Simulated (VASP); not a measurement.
A run of VASP 6.6.1 is set up as follows.

File POSCAR:

```
Ag
1.0
    0.0000000000      2.0427500000      2.0427500000
    2.0427500000      0.0000000000      2.0427500000
    2.0427500000      2.0427500000      0.0000000000
Ag
1
Direct
    0.0000000000      0.0000000000      0.0000000000
```

The input INCAR.step1:

```
PREC = Accurate ; ENCUT = 520
ISMEAR = 1 ; SIGMA = 0.05
LREAL = False ; LASPH = True
NELM = 100 ; NBANDS = 12
GGA = PE ; ALGO = Normal
EDIFF = 1E-4 ; LWAVE = True
LCHARG = False
```

INCAR.step2

```
PREC = Accurate ; ENCUT = 520
EDIFF = 1E-7 ; ISMEAR = 1
SIGMA = 0.05 ; LREAL = False
LASPH = True ; NELM = 100
ALGO = Normal ; ISIF = 2
LWAVE = False ; LCHARG = False
METAGGA = R2SCAN ; LMIXTAU = True
NBANDS = 12 ; ISTART = 1
```

The input KPOINTS:

```
Automatic mesh
0
Gamma
  8 8 8
```

Potentials or basis: VASP PAW PBE potentials, release 64 (Ag).

Command:

```console
$ cat potpaw_PBE.64/Ag/POTCAR > POTCAR
$ cp INCAR.step1 INCAR
$ mpirun -np 1 vasp_std > vasp.out
$ cp INCAR.step2 INCAR
$ mpirun -np 1 vasp_std > vasp.out
```

Estimate the pressure.

2.2 GPa.

Caveat: the PAW data sets were made with another functional, which shifts forces and pressure a little.
